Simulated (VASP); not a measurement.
Write the native input for VASP 6.6.1 that does the following.

* Task: single point
* Functional: LDA
* Potentials or basis: VASP PAW LDA potentials, release 64 (Te, Mo_sv)
* Cutoff: 520 eV
* k mesh: 12 × 12 × 2
* Occupations: gaussian, width 0.02 eV
* Spin: no spin polarisation
* Dipole correction: no
* Further INCAR settings: ALGO = Normal; EDIFF = 1e-07; NBANDS = 20

The structure of Te2Mo lies in POSCAR:

```
Te2Mo
1.0
    3.5185462411      0.0000000000      0.0000000000
   -1.7592731206      3.0471504292      0.0000000000
    0.0000000000      0.0000000000     17.3621330254
Te Mo
2 1
Direct
    0.3333333333      0.6666666667      0.8975342416
    0.3333333333      0.6666666667      0.1024657584
    0.0000000000      0.0000000000      0.0000000000
```

This cell differs from its parent crystal: biaxial strain in the a-b plane: +1.5 %.

These files were run (other wordings do the same):

INCAR

```
  ALGO = Normal
  EDIFF = 1E-7
  ENCUT = 520
  GGA = CA
  ISIF = 2
  ISMEAR = 0
  LASPH = T
  LCHARG = F
  LREAL = F
  LWAVE = F
  NBANDS = 20
  NELM = 60
  PREC = Accurate
  SIGMA = 0.02
```

KPOINTS

```
k-points
0
Gamma
  12 12 2
```

Potentials or basis: VASP PAW LDA potentials, release 64 (Te, Mo_sv).

The run is started by

```sh
$ cat potpaw_LDA.64/Te/POTCAR potpaw_LDA.64/Mo_sv/POTCAR > POTCAR
$ mpirun -np 1 vasp_std > vasp.out
```

It gave:

| Property | Result |
| --- | --- |
| Band gap on the k mesh | 1.11 eV, direct |

Caveat: the cell differs from its parent crystal (biaxial strain in the a-b plane: +1.5 %); spin-orbit coupling is left out, which moves the levels of the heavy elements.

It took 3.2 min on 1 thread of Intel(R) Xeon(R) Platinum 8259CL CPU @ 2.50GHz (Skylake/Cascade Lake), on a shared host, peak memory 0.33 GiB.
